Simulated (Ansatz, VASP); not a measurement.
## TiAl: VASP beside Ansatz

The input POSCAR:

```
TiAl
1.0
    2.8101048739      0.0000000000      0.0000000000
    0.0000000000      2.8101048739      0.0000000000
    0.0000000000      0.0000000000      4.0664883572
Ti Al
1 1
Direct
    0.5000000000      0.5000000000      0.5000000000
    0.0000000000      0.0000000000      0.0000000000
```

The input INCAR.step1:

```
SYSTEM = TiAl
PREC     = Accurate       ! precision mode
ENCUT    = 550            ! plane-wave cutoff, eV
ISMEAR   = -1             ! smearing method
SIGMA    = 0.15           ! smearing width, eV
LREAL    = .False.        ! projectors in reciprocal space
LASPH    = .True.         ! aspherical terms in the spheres
NELM     = 120            ! most SCF steps
GGA      = PE             ! functional
ALGO     = Normal         ! electronic algorithm
EDIFF    = 1E-5           ! SCF threshold, eV
LWAVE    = .True.         ! write WAVECAR
LCHARG   = .False.        ! write CHGCAR
GGA_COMPAT= .False.      
IBRION   = 2              ! ionic algorithm
ISIF     = 3              ! what is computed and relaxed
EDIFFG   = -0.005         ! ionic threshold
NELMIN   = 4            
NSW      = 100            ! ionic steps
```

INCAR.step2

```
SYSTEM = TiAl
PREC     = Accurate       ! precision mode
ENCUT    = 550            ! plane-wave cutoff, eV
EDIFF    = 1E-7           ! SCF threshold, eV
ISMEAR   = -1             ! smearing method
SIGMA    = 0.15           ! smearing width, eV
LREAL    = .False.        ! projectors in reciprocal space
LASPH    = .True.         ! aspherical terms in the spheres
NELM     = 120            ! most SCF steps
ALGO     = Normal         ! electronic algorithm
ISIF     = 3              ! what is computed and relaxed
LWAVE    = .False.        ! write WAVECAR
LCHARG   = .False.        ! write CHGCAR
METAGGA  = R2SCAN         ! meta-GGA
LMIXTAU  = .True.       
IBRION   = 2              ! ionic algorithm
NSW      = 80             ! ionic steps
EDIFFG   = -0.001         ! ionic threshold
ISTART   = 1            
GGA_COMPAT= .False.      
NELMIN   = 4
```

The input KPOINTS:

```
regular mesh
0
Gamma
  14 14 10
  0 0 0
```

Input for Ansatz:

```yaml
crystal:
  lattice:
    - [2.8101048739, 0.0, 0.0]
    - [0.0, 2.8101048739, 0.0]
    - [0.0, 0.0, 4.0664883572]
  atoms:
    - { symbol: Ti, position: [0.5, 0.5, 0.5] }
    - { symbol: Al, position: [0.0, 0.0, 0.0] }
basis:
  ecutwfc: 500
kpoints:
  mp_grid: { grid: [14, 14, 10] }
hamiltonian:
  xc: r2scan
  pseudopotentials: { kind: paw, azcp: { folder: soft_1 } }
scf:
  occupations: { method: fermi_dirac, width: 0.15 }
output:
  forces: true
  stress: true
  eigenvalues: true
relax:
  adjacent_minimum: "off"
  f_tol: 0.001
  max_steps: 60
  cell: { stress_tol: 0.01 }
```

Alike in both runs: task relaxation of cell and atoms; functional r2SCAN; k mesh 14 × 14 × 10; occupations fermi-dirac, width 0.15 eV; no spin polarisation.

|  | VASP | Ansatz |
| --- | --- | --- |
| version | VASP 6.6.1 | Ansatz 0.2.0 |
| potentials or method | VASP PAW PBE potentials, release 64 (Ti_sv, Al), cutoff 550 eV | scalar-relativistic, plane waves, PAW |
| valence electrons in the cell | 15 | 15 |

|  | VASP | Ansatz | Ansatz less VASP |
| --- | --- | --- | --- |
| gap on the k mesh at the Fermi level, each at its own relaxed structure (eV) | none | none | - |
| relaxed volume (Å³/atom) | 16.10 | 16.08 | -0.017 |
| relaxed length of the cell vector where the two differ most in proportion (Å) | 2.815 | 2.813 | -0.0013 |

VASP's potentials were made for PBE, not for r2SCAN. A gap of «none» marks a metal or a gap that the smearing closes.
